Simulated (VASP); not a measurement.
HfN: single point with PBE

HfN:

```
Hf N
1.0
     0.00000    2.25600    2.25600
     2.25600    0.00000    2.25600
     2.25600    2.25600    0.00000
Hf N
1 1
Direct
  0.00000 0.00000 0.00000
  0.50000 0.50000 0.50000
```

```json
{
  "Program": "VASP 6.6.1",
  "Task": "single point",
  "Functional": "PBE",
  "Potentials or basis": "VASP PAW PBE potentials, release 64 (Hf_pv, N)",
  "Cutoff": "600 eV",
  "k mesh": "10 × 10 × 10",
  "Occupations": "gaussian, width 0.018 eV",
  "Spin": "no spin polarisation",
  "Dipole correction": "no",
  "Further INCAR settings": "ALGO = Normal; EDIFF = 1e-06; NBANDS = 14"
}
```

```json
{"Pressure": "4.1 GPa"}
```

Levels at points of the mesh, in eV from the Fermi level:
| k point | band 4 | band 5 | band 6 | band 7 | band 8 | band 9 | band 10 | band 11 | band 12 | band 13 |
| --- | --- | --- | --- | --- | --- | --- | --- | --- | --- | --- |
| (0.00, 0.00, 0.00) | -17.58 | -3.08 | -3.08 | -3.08 | -0.38 | -0.38 | -0.38 | 1.79 | 1.94 | 1.94 |
| (0.50, 0.00, 0.00) | -14.83 | -8.95 | -6.25 | -6.25 | 3.26 | 3.69 | 3.69 | 4.41 | 8.85 | 8.85 |
| (0.50, 0.50, 0.00) | -16.49 | -5.46 | -3.86 | -3.74 | -3.74 | 4.09 | 5.52 | 5.52 | 5.60 | 8.02 |

It took 16 s on 1 thread of Intel(R) Xeon(R) Platinum 8488C (Sapphire Rapids), on a shared host, peak memory 0.17 GiB.

Caveat: spin-orbit coupling is left out, which moves the levels of the heavy elements.
